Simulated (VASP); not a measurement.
# YHg (Pm-3m) in VASP: a series of runs, part 2 of 2

VASP 6.6.1. The steps go on from the part before.

## 3. Electric field gradients, LDA (volume scaled by 0.8)

Contents of INCAR:

```
ALGO = Normal
EDIFF = 1E-8
ENCUT = 520
ISIF = 2
ISMEAR = -1
LASPH = T
LCHARG = F
LEFG = T
LREAL = F
LWAVE = F
NBANDS = 18
NELM = 60
PREC = Accurate
SIGMA = 0.05
```

Contents of KPOINTS:

```
k-points
0
Gamma
  10 10 10
```

Contents of POSCAR:

```
YHg
1.0
    3.4162093815      0.0000000000      0.0000000000
    0.0000000000      3.4162093815      0.0000000000
    0.0000000000      0.0000000000      3.4162093815
Y Hg
1 1
Direct
    0.5000000000      0.5000000000      0.5000000000
    0.0000000000      0.0000000000      0.0000000000
```

Potentials or basis: VASP PAW LDA potentials, release 64 (Y_sv, Hg).

Command:

```bash
$ cat potpaw_LDA.64/Y_sv/POTCAR potpaw_LDA.64/Hg/POTCAR > POTCAR
$ mpirun -np 1 vasp_std > vasp.out
```

OUTCAR:

```text
EDIFF = 1E-8
   ENCUT = 520
   ISIF = 2
   ISMEAR = -1
   LASPH = T
   LREAL = F
   NELM = 60
   PREC = Accurate

 ion  position               nearest neighbor table
   1  0.500  0.500  0.500-   2 2.96   2 2.96   2 2.96   2 2.96   2 2.96   2 2.96   2 2.96   2 2.96

   2  0.000  0.000  0.000-   1 2.96   1 2.96   1 2.96   1 2.96   1 2.96   1 2.96   1 2.96   1 2.96

  LATTYP: Found a simple cubic cell.
 ALAT       =     3.4162093815

  Lattice vectors:

 A1 = (   3.4162093815,   0.0000000000,   0.0000000000)
 A2 = (   0.0000000000,   3.4162093815,   0.0000000000)
 A3 = (   0.0000000000,   0.0000000000,   3.4162093815)

Analysis of symmetry for initial positions (statically):
=====================================================================
 Subroutine PRICEL returns:
 Original cell was already a primitive cell.

 Routine SETGRP: Setting up the symmetry group for a
 simple cubic supercell.
[... 692 lines left out ...]
  energy-cutoff  :      520.00
  volume of cell :       39.87
      direct lattice vectors                 reciprocal lattice vectors
     3.416209381  0.000000000  0.000000000     0.292722105  0.000000000  0.000000000
     0.000000000  3.416209381  0.000000000     0.000000000  0.292722105  0.000000000
     0.000000000  0.000000000  3.416209381     0.000000000  0.000000000  0.292722105

 POSITION                                       TOTAL-FORCE (eV/Angst)
 -----------------------------------------------------------------------------------
      1.70810      1.70810      1.70810         0.000000      0.000000      0.000000
      0.00000      0.00000      0.00000         0.000000      0.000000      0.000000
 -----------------------------------------------------------------------------------
    total drift:                               -0.000000      0.000000      0.000000

  FREE ENERGIE OF THE ION-ELECTRON SYSTEM (eV)
  ---------------------------------------------------
  free  energy   TOTEN  =        -8.7508276053 eV

  energy  without entropy=       -8.7298977644  energy(sigma->0) =       -8.74036268

 Electric field gradients (V/A^2)
---------------------------------------------------------------------
 ion       V_xx      V_yy      V_zz      V_xy      V_xz      V_yz
---------------------------------------------------------------------
   1       0.000    -0.000     0.000     0.000     0.000    -0.000
   2       0.000     0.000     0.000    -0.000     0.000     0.000
---------------------------------------------------------------------

 Electric field gradients after diagonalization (V/A^2)
 (convention: |V_zz| > |V_xx| > |V_yy|)
----------------------------------------------------------------------
 ion       V_xx      V_yy      V_zz     asymmetry (V_yy - V_xx)/ V_zz
----------------------------------------------------------------------
   1       0.000    -0.000     0.000      -0.101
   2       0.000     0.000     0.000      -0.123
----------------------------------------------------------------------

           NMR quadrupolar parameters

 Cq : quadrupolar parameter    Cq=e*Q*V_zz/h
 eta: asymmetry parameters     (V_yy - V_xx)/ V_zz
 Q  : nuclear electric quadrupole moment in mb (millibarn)
----------------------------------------------------------------------
 ion       Cq(MHz)       eta       Q (mb)
----------------------------------------------------------------------
   1       0.000      -0.101       1.000
   2       0.000      -0.123       1.000
----------------------------------------------------------------------
```

OSZICAR:

```text
N       E                     dE             d eps       ncg     rms          rms(c)
DAV:   1     0.143926613181E+03    0.14393E+03   -0.12091E+04  2048   0.126E+03
DAV:   2    -0.296032934650E+01   -0.14689E+03   -0.14235E+03  2178   0.320E+02
DAV:   3    -0.905921275478E+01   -0.60989E+01   -0.60387E+01  2938   0.564E+01
DAV:   4    -0.922511355466E+01   -0.16590E+00   -0.16537E+00  2444   0.671E+00
DAV:   5    -0.922835914378E+01   -0.32456E-02   -0.32445E-02  2572   0.698E-01    0.411E+01
DAV:   6    -0.882454550042E+01    0.40381E+00   -0.80445E-01  2164   0.881E+00    0.239E+01
DAV:   7    -0.875372258478E+01    0.70823E-01   -0.29351E-01  2544   0.359E+00    0.313E+00
DAV:   8    -0.875213533220E+01    0.15873E-02   -0.17186E-02  2292   0.967E-01    0.477E-01
DAV:   9    -0.875082996588E+01    0.13054E-02   -0.67671E-03  2304   0.637E-01    0.105E-01
DAV:  10    -0.875082849766E+01    0.14682E-05   -0.35381E-04  2256   0.108E-01    0.393E-02
DAV:  11    -0.875082767271E+01    0.82495E-06   -0.75524E-06  2550   0.207E-02    0.190E-02
DAV:  12    -0.875082759458E+01    0.78132E-07   -0.10679E-06  2550   0.818E-03    0.753E-03
DAV:  13    -0.875082760421E+01   -0.96347E-08   -0.23099E-07  2162   0.393E-03    0.101E-03
DAV:  14    -0.875082760530E+01   -0.10905E-08   -0.70043E-09  1418   0.698E-04
   1 F= -.87508276E+01 E0= -.87403627E+01  d E =-.209298E-01
```

Wall time 34 s (1 thread of Intel Xeon Platinum 8375C at 2.90GHz (Ice Lake), shared host); peak memory 0.19 GiB.

Results:

```
Free energy : -8.7508 eV
Pressure    : 21.7 GPa
```

Levels at points of the mesh, in eV from the Fermi level:
| k point | band 9 | band 10 | band 11 | band 12 | band 13 | band 14 | band 15 | band 16 |
| --- | --- | --- | --- | --- | --- | --- | --- | --- |
| (0.00, 0.00, 0.00) | -7.83 | -7.83 | 0.30 | 0.30 | 4.86 | 4.86 | 4.86 | 5.41 |
| (0.50, 0.00, 0.00) | -7.72 | -5.08 | -4.21 | -0.34 | 1.04 | 1.04 | 4.39 | 6.15 |
| (0.50, 0.50, 0.00) | -7.20 | -4.95 | -0.35 | -0.35 | 0.88 | 3.70 | 3.70 | 6.06 |
| (0.50, 0.50, 0.50) | -7.17 | -2.77 | -2.77 | -2.77 | -1.56 | 6.26 | 6.26 | 7.20 |

Caveat: without QUAD_EFG the Cq values of the log hold for a quadrupole moment of 1 mb, not for the nuclei; spin-orbit coupling is left out, which moves the levels of the heavy elements.

## 4. Electric field gradients, LDA (volume scaled by 0.9)

Contents of INCAR:

```
  ALGO = Normal
  EDIFF = 1E-8
  ENCUT = 520
  ISIF = 2
  ISMEAR = -1
  LASPH = T
  LCHARG = F
  LEFG = T
  LREAL = F
  LWAVE = F
  NBANDS = 18
  NELM = 60
  PREC = Accurate
  SIGMA = 0.05
```

KPOINTS is that of step 3.

Contents of POSCAR:

```
YHg
1.0
    3.5530009354      0.0000000000      0.0000000000
    0.0000000000      3.5530009354      0.0000000000
    0.0000000000      0.0000000000      3.5530009354
Y Hg
1 1
Direct
    0.5000000000      0.5000000000      0.5000000000
    0.0000000000      0.0000000000      0.0000000000
```

Potentials or basis: VASP PAW LDA potentials, release 64 (Y_sv, Hg).

Command:

```bash
$ cat potpaw_LDA.64/Y_sv/POTCAR potpaw_LDA.64/Hg/POTCAR > POTCAR
$ mpirun -np 1 vasp_std > vasp.out
```

OUTCAR:

```text
EDIFF = 1E-8
   ENCUT = 520
   ISIF = 2
   ISMEAR = -1
   LASPH = T
   LREAL = F
   NELM = 60
   PREC = Accurate

 ion  position               nearest neighbor table
   1  0.500  0.500  0.500-   2 3.08   2 3.08   2 3.08   2 3.08   2 3.08   2 3.08   2 3.08   2 3.08

   2  0.000  0.000  0.000-   1 3.08   1 3.08   1 3.08   1 3.08   1 3.08   1 3.08   1 3.08   1 3.08

  LATTYP: Found a simple cubic cell.
 ALAT       =     3.5530009354

  Lattice vectors:

 A1 = (   3.5530009354,   0.0000000000,   0.0000000000)
[... 716 lines left out ...]
  FREE ENERGIE OF THE ION-ELECTRON SYSTEM (eV)
  ---------------------------------------------------
  free  energy   TOTEN  =        -9.1592166214 eV

  energy  without entropy=       -9.1401111714  energy(sigma->0) =       -9.14966390

 Electric field gradients (V/A^2)
---------------------------------------------------------------------
 ion       V_xx      V_yy      V_zz      V_xy      V_xz      V_yz
---------------------------------------------------------------------
   1      -0.000    -0.000    -0.000    -0.000    -0.000    -0.000
   2      -0.000    -0.000    -0.000     0.000    -0.000    -0.000
---------------------------------------------------------------------

 Electric field gradients after diagonalization (V/A^2)
 (convention: |V_zz| > |V_xx| > |V_yy|)
----------------------------------------------------------------------
 ion       V_xx      V_yy      V_zz     asymmetry (V_yy - V_xx)/ V_zz
----------------------------------------------------------------------
   1      -0.000    -0.000    -0.000      -0.241
   2      -0.000    -0.000    -0.000      -0.520
----------------------------------------------------------------------

           NMR quadrupolar parameters

 Cq : quadrupolar parameter    Cq=e*Q*V_zz/h
 eta: asymmetry parameters     (V_yy - V_xx)/ V_zz
 Q  : nuclear electric quadrupole moment in mb (millibarn)
----------------------------------------------------------------------
 ion       Cq(MHz)       eta       Q (mb)
----------------------------------------------------------------------
   1      -0.000      -0.241       1.000
   2      -0.000      -0.520       1.000
----------------------------------------------------------------------
```

OSZICAR:

```text
N       E                     dE             d eps       ncg     rms          rms(c)
DAV:   1     0.136227735823E+03    0.13623E+03   -0.11951E+04  2064   0.124E+03
DAV:   2    -0.337949937096E+01   -0.13961E+03   -0.13489E+03  2162   0.309E+02
DAV:   3    -0.951843580291E+01   -0.61389E+01   -0.60848E+01  3072   0.545E+01
DAV:   4    -0.965953447411E+01   -0.14110E+00   -0.14076E+00  2392   0.574E+00
DAV:   5    -0.966100236020E+01   -0.14679E-02   -0.14675E-02  2526   0.561E-01    0.345E+01
DAV:   6    -0.924386626171E+01    0.41714E+00   -0.73451E-01  2178   0.797E+00    0.206E+01
DAV:   7    -0.916508019304E+01    0.78786E-01   -0.40468E-01  2424   0.402E+00    0.290E+00
DAV:   8    -0.916075461399E+01    0.43256E-02   -0.24064E-02  2274   0.114E+00    0.497E-01
DAV:   9    -0.915921652380E+01    0.15381E-02   -0.81833E-03  2394   0.666E-01    0.973E-02
DAV:  10    -0.915921666761E+01   -0.14382E-06   -0.34023E-04  2298   0.103E-01    0.190E-02
DAV:  11    -0.915921655168E+01    0.11593E-06   -0.71278E-06  2460   0.178E-02    0.128E-02
DAV:  12    -0.915921661637E+01   -0.64695E-07   -0.77071E-07  2678   0.638E-03    0.786E-03
DAV:  13    -0.915921661980E+01   -0.34229E-08   -0.20342E-07  2196   0.342E-03    0.124E-03
DAV:  14    -0.915921662140E+01   -0.16071E-08   -0.60516E-09  1424   0.619E-04
   1 F= -.91592166E+01 E0= -.91496639E+01  d E =-.191054E-01
```

stdout:

```text
POSCAR found type information on POSCAR Y Hg
 POSCAR found :  2 types and       2 ions
 scaLAPACK will be used
 LDA part: xc-table for (Slater(with rela. corr.)+CA(PZ))
 , standard interpolation
 POSCAR, INCAR and KPOINTS ok, starting setup
 FFT: planning ... GRIDC
 FFT: planning ... GRID_SOFT
 FFT: planning ... GRID
 WAVECAR not read
 entering main loop
ion   1

ion   2
```

Run time: 39 s. Hardware: 1 thread of Intel Xeon Platinum 8375C at 2.90GHz (Ice Lake), shared host; peak memory 0.19 GiB.

What came out:

```yaml
Free_energy: -9.1592 eV
Pressure: 5.9 GPa
```

Caveat: without QUAD_EFG the Cq values of the log hold for a quadrupole moment of 1 mb, not for the nuclei; spin-orbit coupling is left out, which moves the levels of the heavy elements.

## 5. Overview

| cell | gap on the mesh (eV) | pressure (GPa) |
| --- | --- | --- |
| a = 3.015 Å, 2 atoms | none | 149.4 |
| a = 3.416 Å, 2 atoms | none | 21.7 |
| a = 3.553 Å, 2 atoms | none | 5.9 |

Alike in all rows: task electric field gradients; level LDA; potentials or basis VASP PAW LDA potentials, release 64 (Y_sv, Hg); no spin polarisation; k mesh 10 × 10 × 10; cutoff (eV) 520; smearing fermi-dirac 0.05 eV.

Caveats: spin-orbit coupling is left out, which moves the levels of the heavy elements.

Total energies depend on the potentials used, so only differences within one code and one set of settings carry meaning.
